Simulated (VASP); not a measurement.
Here is a VASP 6.6.1 calculation.

INCAR

```
  PREC = Accurate
  ENCUT = 520
  EDIFF = 1E-7
  ISMEAR = 0
  SIGMA = 0.05
  LREAL = F
  LASPH = T
  NELM = 60
  ALGO = Normal
  ISIF = 2
  LWAVE = F
  LCHARG = F
  NBANDS = 11
```

The input KPOINTS:

```
regular mesh
0
Gamma
  9 9 8
```

File POSCAR:

```
MgO
1.0
    2.9380209034      0.0000000000      0.0000000000
   -1.4690104517      2.5444007392      0.0000000000
    0.0000000000      0.0000000000      2.6796800000
Mg O
1 1
Direct
    0.0000000000      0.0000000000      0.0000000000
    0.3333333333      0.6666666667      0.4346936948
```

Potentials or basis: VASP PAW LDA potentials, release 64 (Mg, O).

Launch:

```console
$ cat potpaw_LDA.64/Mg/POTCAR potpaw_LDA.64/O/POTCAR > POTCAR
$ mpirun -np 1 vasp_std > vasp.out
```

Predict the largest force.

0.521 eV/Å.

Estimate the pressure.

-8.3 GPa.

Estimate the band gap on the k mesh.

2.90 eV, indirect (least direct gap 3.36 eV).

Stress tensor (GPa, compression positive):
```
-8.11  0.00  0.00
 0.00 -8.11  0.00
 0.00  0.00 -8.78
```

Caveat: the cell differs from its parent crystal (all O atoms moved +0.175 Å, as atom 2 towards its neighbour atom 2 (O) at 2.680 Å). A k mesh can miss the band edges.
